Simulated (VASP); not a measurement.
# Cs (Pm-3m) in VASP: further runs

Runs on Cs. Level: PBE. Tasks: single point.

Program: VASP 6.6.1. These are calculated values, not measurements. Logs are shortened: lines on timing, memory, paths and dates and some standing lists are left out, and cuts for length are marked.

### 1 The cell of the first run

Symmetry: Pm-3m, No. 221, cubic system. The conventional cell has a = 3.840 Å, b = 3.840 Å, c = 3.840 Å, α = 90.00°, β = 90.00°, γ = 90.00°. Within 5.0 Å of Cs (site symmetry m-3m) lie 6 Cs at 3.84 Å.

This isn't the form of Cs at room conditions, which is bcc.

### 2 Single point, PBE (56.64 Å³/atom)

INCAR

```
SYSTEM = Cs
ALGO = Normal ; EDIFF = 1E-7
ENCUT = 520 ; GGA = PE
ISIF = 2 ; ISMEAR = -1
LASPH = .True. ; LCHARG = .False.
LREAL = .False. ; LWAVE = .False.
NBANDS = 10 ; NELM = 80
PREC = Accurate ; SIGMA = 0.08
```

KPOINTS

```
k-points
0
Gamma
  8 8 8
  0 0 0
```

POSCAR

```
Cs
1.0
    3.8404455050      0.0000000000      0.0000000000
    0.0000000000      3.8404455050      0.0000000000
    0.0000000000      0.0000000000      3.8404455050
Cs
1
Direct
    0.0000000000      0.0000000000      0.0000000000
```

Potentials or basis: VASP PAW PBE potentials, release 64 (Cs_sv).

The run is started by

```sh
$ cat potpaw_PBE.64/Cs_sv/POTCAR > POTCAR
$ mpirun -np 1 vasp_std > vasp.out
```

OUTCAR:

```text
SYSTEM = Cs
   EDIFF = 1E-7
   ENCUT = 520
   GGA = PE
   ISIF = 2
   ISMEAR = -1
   LASPH = .True.
   LREAL = .False.
   NELM = 80
   PREC = Accurate

 ion  position               nearest neighbor table
   1  0.000  0.000  0.000-

  LATTYP: Found a simple cubic cell.
 ALAT       =     3.8404455050

  Lattice vectors:

 A1 = (   3.8404455050,   0.0000000000,   0.0000000000)
 A2 = (   0.0000000000,   3.8404455050,   0.0000000000)
 A3 = (   0.0000000000,   0.0000000000,   3.8404455050)

Analysis of symmetry for initial positions (statically):
=====================================================================
 Subroutine PRICEL returns:
 Original cell was already a primitive cell.

 Routine SETGRP: Setting up the symmetry group for a
 simple cubic supercell.

 Subroutine GETGRP returns: Found 48 space group operations
 (whereof 48 operations were pure point group operations)
 out of a pool of 48 trial point group operations.

The static configuration has the point symmetry O_h .

Analysis of symmetry for dynamics (positions and initial velocities):
=====================================================================
 Subroutine PRICEL returns:
 Original cell was already a primitive cell.

 Routine SETGRP: Setting up the symmetry group for a
 simple cubic supercell.

 Subroutine GETGRP returns: Found 48 space group operations
 (whereof 48 operations were pure point group operations)
 out of a pool of 48 trial point group operations.

The dynamic configuration has the point symmetry O_h .

 Subroutine INISYM returns: Found 48 space group operations
 (whereof 48 operations are pure point group operations),
 and found     1 'primitive' translations

----------------------------------------------------------------------------------------

                                     Primitive cell

  volume of cell :      56.6428

  direct lattice vectors                    reciprocal lattice vectors
     3.840445505  0.000000000  0.000000000     0.260386457  0.000000000  0.000000000
     0.000000000  3.840445505  0.000000000     0.000000000  0.260386457  0.000000000
     0.000000000  0.000000000  3.840445505     0.000000000  0.000000000  0.260386457

  length of vectors
     3.840445505  3.840445505  3.840445505     0.260386457  0.260386457  0.260386457

  position of ions in fractional coordinates (direct lattice)
     0.000000000  0.000000000  0.000000000

  ion indices of the primitive-cell ions
   primitive index   ion index
                 1           1

----------------------------------------------------------------------------------------

 KPOINTS: k-points

Automatic generation of k-mesh.
 Grid dimensions read from file:
 generate k-points for:    8    8    8

 Generating k-lattice:

  Cartesian coordinates                     Fractional coordinates (reciprocal lattice)
     0.032548307  0.000000000  0.000000000     0.125000000  0.000000000  0.000000000
     0.000000000  0.032548307  0.000000000     0.000000000  0.125000000  0.000000000
     0.000000000  0.000000000  0.032548307     0.000000000  0.000000000  0.125000000

  Length of vectors
     0.032548307  0.032548307  0.032548307

  Shift w.r.t. Gamma in fractional coordinates (k-lattice)
     0.000000000  0.000000000  0.000000000

 Subroutine IBZKPT returns following result:
 ===========================================

 Found     35 irreducible k-points:

 Following reciprocal coordinates:
            Coordinates               Weight
  0.000000  0.000000  0.000000      1.000000
  0.125000  0.000000  0.000000      6.000000
  0.250000  0.000000  0.000000      6.000000
  0.375000  0.000000  0.000000      6.000000
  0.500000  0.000000  0.000000      3.000000
  0.125000  0.125000  0.000000     12.000000
[... 16 lines left out ...]
  0.375000  0.375000  0.125000     24.000000
  0.500000  0.375000  0.125000     24.000000
 [... further k-points ...]
   k-points           NKPTS =     35   k-points in BZ     NKDIM =     35   number of bands    NBANDS=     10
   number of dos      NEDOS =    301   number of ions     NIONS =      1
   total plane-waves  NPLWV =  27000
   dimension x,y,z NGX =    30 NGY =   30 NGZ =   30
   dimension x,y,z NGXF=    60 NGYF=   60 NGZF=   60
   ions per type =               1
   NGX,Y,Z   is equivalent  to a cutoff of  12.99, 12.99, 12.99 a.u.
   NGXF,Y,Z  is equivalent  to a cutoff of  25.97, 25.97, 25.97 a.u.
 SYSTEM =  Cs
   PREC   = accura    normal or accurate (medium, high low for compatibility)
   ISTART =      0    job   : 0-new  1-cont  2-samecut
   ICHARG =      2    charge: 1-file 2-atom 10-const
   ISPIN  =      1    spin polarized calculation?
   LNONCOLLINEAR =      F non collinear calculations
   LSORBIT =      F    spin-orbit coupling
   LASPH  =      T    aspherical Exc in radial PAW
   ENCUT  =  520.0 eV  38.22 Ry    6.18 a.u.   7.14  7.14  7.14*2*pi/ulx,y,z
   NELM   =     80;   NELMIN=  2; NELMDL= -5     # of ELM steps
   EDIFF  = 0.1E-06   stopping-criterion for ELM
   LREAL  =      F    real-space projection
   EDIFFG = 0.1E-05   stopping-criterion for IOM
   NSW    =      0    number of steps for IOM
   IBRION =     -1    ionic relax: 0-MD 1-quasi-New 2-CG
   NFREE  =      0    steps in history (QN), initial steepest desc. (CG)
   ISIF   =      2    stress and relaxation
   ISYM   =      2    0-nonsym 1-usesym 2-fastsym
   POTIM  = 0.5000    time-step for ionic-motion
   TEBEG  =    0.0;   TEEND  =   0.0 temperature during run
   PSTRESS=    0.0 pullay stress
   NELECT =       9.0000    total number of electrons
   NUPDOWN=      -1.0000    fix difference up-down
   EMIN   =  10.00;   EMAX   =-10.00  energy-range for DOS
   EFERMI =   0.00;   METHOD = LEGACY
   ISMEAR =    -1;   SIGMA  =   0.08  broadening in eV -4-tet -1-fermi 0-gaus
   EFERMI_NEDOS =   21; number of points for ismear=-14 and -15
   IALGO  =     38    algorithm
   IMIX   =      4    mixing-type and parameters
     AMIX     =   0.40;   BMIX     =  1.00
     AMIX_MAG =   1.60;   BMIX_MAG =  1.00
  volume/ion in A,a.u.               =      56.64       382.24
  Fermi-wavevector in a.u.,A,eV,Ry     =   0.886695  1.675610 10.697272  0.786227
  Thomas-Fermi vector in A             =   2.007895
   LORBIT       =      0    0 simple, 1 ext, 2 COOP (PROOUT), +10 PAW based schemes
   GGA     = PE    functional components
   LHFCALC =     F    Hartree Fock is set to
   AEXX    =    0.0000 exact exchange contribution
   IVDW    =     0    specifies the selected vdW correction
   LEPSILON=     F    determine dielectric tensor
   LRPA    =     F    only Hartree local field effects (RPA)
 non-spin polarized calculation
  energy-cutoff  :      520.00
  volume of cell :       56.64
 maximum number of plane-waves:      1568
 NGX is ok and might be reduce to    30
   NGX = 15   NGY = 15   NGZ = 15

 number of electron       9.0000002 magnetization

 Free energy of the ion-electron system (eV)
  ---------------------------------------------------
  ext. energy  EPLUGINS =         0.00000000
  ---------------------------------------------------
  free energy    TOTEN  =        -0.31653607 eV

  energy without entropy =       -0.27742512  energy(sigma->0) =       -0.29698059

 E-fermi :   2.8237     XC(G=0):  -7.5681

 val. band max:        2.7685369503   @ k =   0.2500   0.2500   0.1250
 cond. band min:       2.8366434724   @ k =   0.3750   0.1250   0.0000
 fundamental gap:      0.0681065221
 Fermi energy:         2.8236925820

 k-point     1 :       0.0000    0.0000    0.0000
  band No.  band energies     occupation
      1     -21.2075      2.00000
      2      -7.3318      2.00000
      3      -7.3318      2.00000
      4      -7.3318      2.00000
      5       0.8624      2.00000
      6       3.7920      0.00001
      7       3.7920      0.00001
      8       9.8434      0.00000
      9       9.8434      0.00000
     10       9.8434      0.00000

 k-point     2 :       0.1250    0.0000    0.0000
  band No.  band energies     occupation
      1     -21.1864      2.00000
      2      -7.5794      2.00000
      3      -7.3105      2.00000
      4      -7.3105      2.00000
      5       1.1529      2.00000
      6       3.8869      0.00000
      7       4.1374      0.00000
      8       8.9079      0.00000
      9       8.9079      0.00000
     10       9.8983      0.00000

 k-point     3 :       0.2500    0.0000    0.0000
  band No.  band energies     occupation
      1     -21.1347      2.00000
      2      -8.1126      2.00000
      3      -7.2583      2.00000
      4      -7.2583      2.00000
      5       1.8192      1.99999
      6       4.1419      0.00000
      7       4.8511      0.00000
      8       7.7391      0.00000
      9       7.7391      0.00000
     10       9.4799      0.00000

 k-point     4 :       0.3750    0.0000    0.0000
  band No.  band energies     occupation
      1     -21.0817      2.00000
      2      -8.5800      2.00000
      3      -7.2049      2.00000
      4      -7.2049      2.00000
      5       2.6054      1.87734
      6       4.4474      0.00000
      7       4.8557      0.00000
      8       6.9550      0.00000
      9       6.9550      0.00000
     10      10.1910      0.00000

 k-point     5 :       0.5000    0.0000    0.0000
  band No.  band energies     occupation
      1     -21.0594      2.00000
      2      -8.7592      2.00000
      3      -7.1824      2.00000
      4      -7.1824      2.00000
      5       3.1292      0.04298
      6       4.4339      0.00000
      7       4.5957      0.00000
      8       6.6819      0.00000
      9       6.6819      0.00000
     10       9.9057      0.00000

 k-point     6 :       0.1250    0.1250    0.0000
  band No.  band energies     occupation
      1     -21.1655      2.00000
      2      -7.5758      2.00000
      3      -7.5339      2.00000
      4      -7.2895      2.00000
      5       1.4386      2.00000
      6       4.1000      0.00000
      7       4.3568      0.00000
      8       7.9527      0.00000
      9       8.7547      0.00000
     10       9.3039      0.00000
[... 183 lines left out ...]
 k-point    21 :       0.3750    0.2500    0.1250
  band No.  band energies     occupation
      1     -20.9914      2.00000
      2      -8.4311      2.00000
      3      -7.9041      2.00000
      4      -7.3547      2.00000
      5       3.0196      0.15905
      6       4.5147      0.00000
      7       5.6958      0.00000
      8       6.1627      0.00000
      9       7.6652      0.00000
     10       8.1241      0.00000

 k-point    22 :       0.5000    0.2500    0.1250
  band No.  band energies     occupation
      1     -20.9697      2.00000
      2      -8.6033      2.00000
      3      -7.8730      2.00000
      4      -7.3303      2.00000
      5       3.0488      0.11321
      6       4.5251      0.00000
      7       5.4411      0.00000
      8       6.1180      0.00000
      9       7.8367      0.00000
     10       8.5962      0.00000

 k-point    23 :       0.3750    0.3750    0.1250
  band No.  band energies     occupation
      1     -20.9406      2.00000
      2      -8.3593      2.00000
      3      -8.3285      2.00000
      4      -7.2991      2.00000
      5       2.5855      1.90307
      6       4.7755      0.00000
      7       5.9309      0.00000
      8       6.1626      0.00000
      9       8.3739      0.00000
     10       8.4327      0.00000

 k-point    24 :       0.5000    0.3750    0.1250
  band No.  band energies     occupation
      1     -20.9192      2.00000
      2      -8.5134      2.00000
      3      -8.3071      2.00000
      4      -7.2756      2.00000
      5       2.3727      1.99290
      6       5.0650      0.00000
      7       5.6362      0.00000
      8       6.2028      0.00000
      9       8.5271      0.00000
     10       9.0434      0.00000

 [... further k-points ...]

------------------------ aborting loop because EDIFF is reached ----------------------------------------

  FORCE on cell =-STRESS in cart. coord.  units (eV):
  Direction    XX          YY          ZZ          XY          YZ          ZX
  --------------------------------------------------------------------------------------
  -------------------------------------------------------------------------------------
  Total        1.0687756      1.0687756      1.0687756     -0.0000000      0.0000000     -0.0000000
  in kB       30.2309852     30.2309852     30.2309852     -0.0000000      0.0000000     -0.0000000
  external PRESSURE =      30.2309852 kB  Pullay stress =       0.0000000 kB

 VOLUME and BASIS-vectors are now :
 -----------------------------------------------------------------------------
  energy-cutoff  :      520.00
  volume of cell :       56.64
      direct lattice vectors                 reciprocal lattice vectors
     3.840445505  0.000000000  0.000000000     0.260386457  0.000000000  0.000000000
     0.000000000  3.840445505  0.000000000     0.000000000  0.260386457  0.000000000
     0.000000000  0.000000000  3.840445505     0.000000000  0.000000000  0.260386457

 POSITION                                       TOTAL-FORCE (eV/Angst)
 -----------------------------------------------------------------------------------
      0.00000      0.00000      0.00000         0.000000      0.000000      0.000000
 -----------------------------------------------------------------------------------
    total drift:                               -0.000000      0.000000     -0.000000

  FREE ENERGIE OF THE ION-ELECTRON SYSTEM (eV)
  ---------------------------------------------------
  free  energy   TOTEN  =        -0.3165360728 eV

  energy  without entropy=       -0.2774251150  energy(sigma->0) =       -0.29698059
```

Wall time 18 s (1 thread of Intel Xeon Platinum 8259CL at 2.50GHz (Skylake/Cascade Lake), shared host); peak memory 0.17 GiB.

What came out:

```
Free energy            : -0.3165 eV
Pressure               : 3.0 GPa
Band gap on the k mesh : zero (an odd number of electrons rules out a gap without spin polarisation)
```

Levels at points of the mesh, in eV from the Fermi level:
```
           k point  band 3  band 4  band 5  band 6  band 7  band 8
(0.00, 0.00, 0.00)  -10.16  -10.16   -1.96    0.97    0.97    7.02
(0.50, 0.00, 0.00)  -10.01  -10.01    0.31    1.61    1.77    3.86
(0.50, 0.50, 0.00)  -11.33   -9.87   -0.84    2.02    4.62    4.62
(0.50, 0.50, 0.50)  -11.11  -11.11    0.47    0.47    0.47    3.54
```

Caveat: the cell stands under pressure; spin-orbit coupling is left out, which moves the levels of the heavy elements.

(Part 1 of 2 ends here.)
